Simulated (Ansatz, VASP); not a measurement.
## Two plane-wave programs on SbC2

```xyz
6
Lattice="2.7828 -2.7305 -0.0045 2.7828 2.7305 -0.0045 -1.2823 0.0000 5.3521" Properties=species:S:1:pos:R:3 pbc="T T T"
Sb    0.7502    1.3653    2.6738
Sb    1.3914   -1.3653   -0.0022
C     3.1349    0.9769    3.0521
C     3.7761   -0.9769    0.3761
C     1.1483   -0.9769    2.2911
C     0.5072    0.9769    4.9671
```

Change from the starting cell: the structure that the rattled CaC2 type (I4/mmm, No. 139) fell into.

Alike in both runs: functional PBE; k mesh 10 × 10 × 8; occupations gaussian, width 0.1 eV; no spin polarisation.

Ansatz relaxed the structure, and its values are those at the end. VASP's run is a single point on that final structure, the one shown.

|  | VASP | Ansatz |
| --- | --- | --- |
| version | VASP 6.6.1 | Ansatz 0.2.0 |
| potentials or method | VASP PAW PBE potentials, release 64 (Sb, C), cutoff 520 eV | scalar-relativistic, plane waves, PAW |
| valence electrons in the cell | 26 | 46 |

VASP gave:

* gap on the k mesh at the Fermi level (eV): none
* pressure (GPa): 0.0
* rms of the force components (eV/Å): 0.031

Q: Which values does Ansatz return?

A: gap on the k mesh at the Fermi level (eV): none; pressure (GPa): 0.0; rms of the force components (eV/Å): 0.000.

A gap of «none» marks a metal or a gap that the smearing closes. The functional is the same, so the differences come from potentials, cutoffs and numerics. VASP's potentials hold 26 valence electrons a cell and Ansatz's 46, so a difference there can come from the potentials and not from the codes.

Neither program's run includes spin-orbit coupling.
